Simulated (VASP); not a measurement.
# LiF (P6_222) in VASP: notebook, part 2 of 2

VASP 6.6.1.

## (4) Single point, PBE

This run uses another cell than the first one: it holds 12 atoms, not 6.

Contents of INCAR:

```
PREC = Accurate
ENCUT = 520
EDIFF = 1E-6
ISMEAR = 0
SIGMA = 0.1
LREAL = F
LASPH = T
NELM = 80
ALGO = Normal
ISIF = 2
LWAVE = F
LCHARG = T
GGA = PE
LELF = T
LVHAR = T
NBANDS = 42
```

Contents of KPOINTS:

```
regular mesh
0
Gamma
  4 4 2
```

Contents of POSCAR:

```
LiF
1.0
    1.4827888476     -2.5682656209      0.0000000000
   -4.4483665428     -2.5682656209      0.0000000000
    0.0000000000      0.0000000000     -7.3523263888
Li F
6 6
Direct
    0.5000000000      1.0000000000      0.8333333333
    1.0000000000      0.5000000000      0.8333333333
    0.7500000000      0.7500000000      0.1666666667
    0.2500000000      0.2500000000      0.1666666667
    0.2500000000      0.7500000000      0.5000000000
    0.7500000000      0.2500000000      0.5000000000
    0.7500000000      0.7500000000      0.6666666667
    0.2500000000      0.2500000000      0.6666666667
    0.2500000000      0.7500000000      1.0000000000
    0.7500000000      0.2500000000      1.0000000000
    0.5000000000      1.0000000000      0.3333333333
    1.0000000000      0.5000000000      0.3333333333
```

Potentials or basis: VASP PAW PBE potentials, release 64 (Li_sv, F).

On the command line:

```sh
$ cat potpaw_PBE.64/Li_sv/POTCAR potpaw_PBE.64/F/POTCAR > POTCAR
$ mpirun -np 1 vasp_std > vasp.out
```

OUTCAR:

```text
PREC = Accurate
   ENCUT = 520
   EDIFF = 1E-6
   ISMEAR = 0
   LREAL = F
   LASPH = T
   NELM = 80
   ISIF = 2
   GGA = PE

 ion  position               nearest neighbor table
   1  0.500  0.000  0.833-   7 1.92   8 1.92   9 1.92  10 1.92
   2  0.000  0.500  0.833-   7 1.92   8 1.92   9 1.92  10 1.92
   3  0.750  0.750  0.167-  11 1.92  12 1.92   9 1.92   9 1.92
   4  0.250  0.250  0.167-  11 1.92  12 1.92  10 1.92  10 1.92
   5  0.250  0.750  0.500-  11 1.92  12 1.92   7 1.92   7 1.92
   6  0.750  0.250  0.500-  11 1.92  12 1.92   8 1.92   8 1.92
   7  0.750  0.750  0.667-   1 1.92   2 1.92   5 1.92   5 1.92
   8  0.250  0.250  0.667-   1 1.92   2 1.92   6 1.92   6 1.92
   9  0.250  0.750  0.000-   1 1.92   2 1.92   3 1.92   3 1.92
  10  0.750  0.250  0.000-   1 1.92   2 1.92   4 1.92   4 1.92
  11  0.500  0.000  0.333-   3 1.92   4 1.92   5 1.92   6 1.92
  12  0.000  0.500  0.333-   3 1.92   4 1.92   5 1.92   6 1.92

  LATTYP: Found a simple orthorhombic cell.
 ALAT       =     2.9655776952
 B/A-ratio  =     1.7320508076
 C/A-ratio  =     2.4792223117

  Lattice vectors:

 A1 = (   1.4827888476,  -2.5682656209,   0.0000000000)
 A2 = (  -4.4483665428,  -2.5682656209,   0.0000000000)
 A3 = (   0.0000000000,   0.0000000000,  -7.3523263888)

Analysis of symmetry for initial positions (statically):
=====================================================================
 Subroutine PRICEL returns following result:

  LATTYP: Found a hexagonal cell.
 ALAT       =     2.9655776952
 C/A-ratio  =     2.4792223117

  Lattice vectors:

 A1 = (  -1.4827888476,   2.5682656209,   0.0000000000)
 A2 = (   2.9655776952,   0.0000000000,   0.0000000000)
 A3 = (   0.0000000000,   0.0000000000,  -7.3523263888)

   2 primitive cells build up your supercell.

 Routine SETGRP: Setting up the symmetry group for a
 simple orthorhombic supercell.

 Subroutine GETGRP returns: Found  4 space group operations
 (whereof  2 operations were pure point group operations)
 out of a pool of  8 trial point group operations.

The static configuration has the point symmetry C_2 .
 The point group associated with its full space group is D_2 .

Analysis of symmetry for dynamics (positions and initial velocities):
=====================================================================
 Subroutine PRICEL returns following result:

  LATTYP: Found a hexagonal cell.
 ALAT       =     2.9655776952
 C/A-ratio  =     2.4792223117

  Lattice vectors:

 A1 = (  -1.4827888476,   2.5682656209,   0.0000000000)
 A2 = (   2.9655776952,   0.0000000000,   0.0000000000)
 A3 = (   0.0000000000,   0.0000000000,  -7.3523263888)

   2 primitive cells build up your supercell.

 Routine SETGRP: Setting up the symmetry group for a
 simple orthorhombic supercell.

 Subroutine GETGRP returns: Found  4 space group operations
 (whereof  2 operations were pure point group operations)
 out of a pool of  8 trial point group operations.

The dynamic configuration has the point symmetry C_2 .
[... 68 lines left out ...]
  0.000000  0.250000  0.000000      2.000000
  0.250000  0.250000  0.000000      4.000000
  0.500000  0.250000  0.000000      2.000000
[... 10 lines left out ...]
  0.250000  0.500000  0.500000      2.000000
  0.500000  0.500000  0.500000      1.000000
   k-points           NKPTS =     18   k-points in BZ     NKDIM =     18   number of bands    NBANDS=     42
   number of dos      NEDOS =    301   number of ions     NIONS =     12
   total plane-waves  NPLWV =  53760
   dimension x,y,z NGX =    24 NGY =   40 NGZ =   56
   dimension x,y,z NGXF=    48 NGYF=   80 NGZF=  112
   ions per type =               6   6
   NGX,Y,Z   is equivalent  to a cutoff of  13.45, 12.95, 12.66 a.u.
   NGXF,Y,Z  is equivalent  to a cutoff of  26.91, 25.89, 25.32 a.u.
 SYSTEM =  unknown system
   PREC   = accura    normal or accurate (medium, high low for compatibility)
   ISTART =      0    job   : 0-new  1-cont  2-samecut
   ICHARG =      2    charge: 1-file 2-atom 10-const
   ISPIN  =      1    spin polarized calculation?
   LNONCOLLINEAR =      F non collinear calculations
   LSORBIT =      F    spin-orbit coupling
   LASPH  =      T    aspherical Exc in radial PAW
   ENCUT  =  520.0 eV  38.22 Ry    6.18 a.u.   5.51  9.55 13.67*2*pi/ulx,y,z
   NELM   =     80;   NELMIN=  2; NELMDL= -5     # of ELM steps
   EDIFF  = 0.1E-05   stopping-criterion for ELM
   LREAL  =      F    real-space projection
   EDIFFG = 0.1E-04   stopping-criterion for IOM
   NSW    =      0    number of steps for IOM
   IBRION =     -1    ionic relax: 0-MD 1-quasi-New 2-CG
   NFREE  =      0    steps in history (QN), initial steepest desc. (CG)
   ISIF   =      2    stress and relaxation
   ISYM   =      2    0-nonsym 1-usesym 2-fastsym
   POTIM  = 0.5000    time-step for ionic-motion
   TEBEG  =    0.0;   TEEND  =   0.0 temperature during run
   PSTRESS=    0.0 pullay stress
   NELECT =      60.0000    total number of electrons
   NUPDOWN=      -1.0000    fix difference up-down
   EMIN   =  10.00;   EMAX   =-10.00  energy-range for DOS
   EFERMI =   0.00;   METHOD = LEGACY
   ISMEAR =     0;   SIGMA  =   0.10  broadening in eV -4-tet -1-fermi 0-gaus
   EFERMI_NEDOS =   21; number of points for ismear=-14 and -15
   IALGO  =     38    algorithm
   IMIX   =      4    mixing-type and parameters
     AMIX     =   0.40;   BMIX     =  1.00
     AMIX_MAG =   1.60;   BMIX_MAG =  1.00
  volume/ion in A,a.u.               =       9.33        62.98
  Fermi-wavevector in a.u.,A,eV,Ry     =   1.329609  2.512596 24.053193  1.767860
  Thomas-Fermi vector in A             =   2.458758
   LORBIT       =      0    0 simple, 1 ext, 2 COOP (PROOUT), +10 PAW based schemes
   GGA     = PE    functional components
   LHFCALC =     F    Hartree Fock is set to
   AEXX    =    0.0000 exact exchange contribution
   IVDW    =     0    specifies the selected vdW correction
   LEPSILON=     F    determine dielectric tensor
   LRPA    =     F    only Hartree local field effects (RPA)
 non-spin polarized calculation
 Gauss-broadening in eV      SIGMA  =   0.10
  energy-cutoff  :      520.00
  volume of cell :      112.00
 maximum number of plane-waves:      3039
 NGX is ok and might be reduce to    24

 number of electron      60.0000028 magnetization

 Free energy of the ion-electron system (eV)
  ---------------------------------------------------
  ext. energy  EPLUGINS =         0.00000000
  ---------------------------------------------------
  free energy    TOTEN  =       -57.13546186 eV

  energy without entropy =      -57.13546186  energy(sigma->0) =      -57.13546186

 E-fermi :  -1.2480     XC(G=0):  -9.2508

 val. band max:       -1.7100153057   @ k =   0.0000   0.0000   0.0000
 cond. band min:       6.0869385955   @ k =   0.0000   0.0000   0.0000
 fundamental gap:      7.7969539013
 Fermi energy:        -1.2480113987

 k-point     1 :       0.0000    0.0000    0.0000
  band No.  band energies     occupation
      1     -42.8323      2.00000
      2     -42.8013      2.00000
      3     -42.8013      2.00000
      4     -42.7965      2.00000
      5     -42.7859      2.00000
      6     -42.7830      2.00000
[... 799 lines left out ...]
     41      13.3848      0.00000
     42      13.5952      0.00000

------------------------ aborting loop because EDIFF is reached ----------------------------------------

  FORCE on cell =-STRESS in cart. coord.  units (eV):
  Direction    XX          YY          ZZ          XY          YZ          ZX
  --------------------------------------------------------------------------------------
  -------------------------------------------------------------------------------------
  Total       -0.1913464     -0.1806487     -0.1411121     -0.0092645      0.0000000      0.0000000
  in kB       -2.7373280     -2.5842905     -2.0186955     -0.1325344      0.0000000      0.0000000
  external PRESSURE =      -2.4467713 kB  Pullay stress =       0.0000000 kB

 VOLUME and BASIS-vectors are now :
 -----------------------------------------------------------------------------
  energy-cutoff  :      520.00
  volume of cell :      112.00
      direct lattice vectors                 reciprocal lattice vectors
     1.482788848 -2.568265621  0.000000000     0.168601214 -0.292025869  0.000000000
    -4.448366543 -2.568265621  0.000000000    -0.168601214 -0.097341956  0.000000000
     0.000000000  0.000000000 -7.352326389     0.000000000  0.000000000 -0.136011372

 POSITION                                       TOTAL-FORCE (eV/Angst)
 -----------------------------------------------------------------------------------
      0.74139     -1.28413     -6.12694        -0.000000     -0.000000      0.000000
     -2.22418     -1.28413     -6.12694         0.000000     -0.000000      0.000000
     -2.22418     -3.85240     -1.22539         0.000000     -0.000000      0.000417
     -0.74139     -1.28413     -1.22539        -0.000000     -0.000000      0.000417
     -2.96558     -2.56827     -3.67616         0.000000     -0.000000     -0.000417
      0.00000     -2.56827     -3.67616        -0.000000     -0.000000     -0.000417
     -2.22418     -3.85240     -4.90155         0.000000     -0.000000      0.000613
     -0.74139     -1.28413     -4.90155        -0.000000     -0.000000      0.000613
     -2.96558     -2.56827      0.00000        -0.000000      0.000000     -0.000613
      0.00000     -2.56827      0.00000        -0.000000      0.000000     -0.000613
      0.74139     -1.28413     -2.45078        -0.000000      0.000000      0.000000
     -2.22418     -1.28413     -2.45078        -0.000000     -0.000000      0.000000
 -----------------------------------------------------------------------------------
    total drift:                                0.000000     -0.000000     -0.000013

  FREE ENERGIE OF THE ION-ELECTRON SYSTEM (eV)
  ---------------------------------------------------
  free  energy   TOTEN  =       -57.1354618630 eV

  energy  without entropy=      -57.1354618630  energy(sigma->0) =      -57.13546186
```

Wall time 2.1 min (1 thread of Intel Xeon 8259CL, shared host); peak memory 0.24 GiB.

What came out:

* Free energy: -57.1355 eV
* Band gap on the k mesh: 7.80 eV

Caveat: the k points lie up to 0.53 Å⁻¹ apart; the cutoff is under 1.25 times the usual one of these potentials, so pressure, stress and relaxed cells hold a basis-set (Pulay) error.

## (5) The runs side by side

```csv
task,cell,k mesh,cutoff (eV),gap on the mesh (eV)
single point,"a = 2.966, b = 2.966, c = 7.349 Å, angles 90.0, 90.0, 120.0°, 6 atoms, atomic positions A",6 × 6 × 4,520,7.80
relaxation of cell and atoms,"relaxed from a = 2.843, b = 2.843, c = 6.226 Å, angles 90.0, 90.0, 120.0°, 6 atoms, atomic positions A",6 × 6 × 4,600,7.89
single point,"a = 2.966, b = 5.137, c = 7.352 Å, 12 atoms, atomic positions B",4 × 4 × 2,520,7.80
```

Alike in all rows: level PBE; potentials or basis VASP PAW PBE potentials, release 64 (Li_sv, F); no spin polarisation; smearing gaussian 0.1 eV.

Caveats: some runs use coarse meshes; the cutoff is under 1.25 times the usual one of these potentials, so pressure, stress and relaxed cells hold a basis-set (Pulay) error.

Total energies depend on the potentials used, so only differences within one code and one set of settings carry meaning.
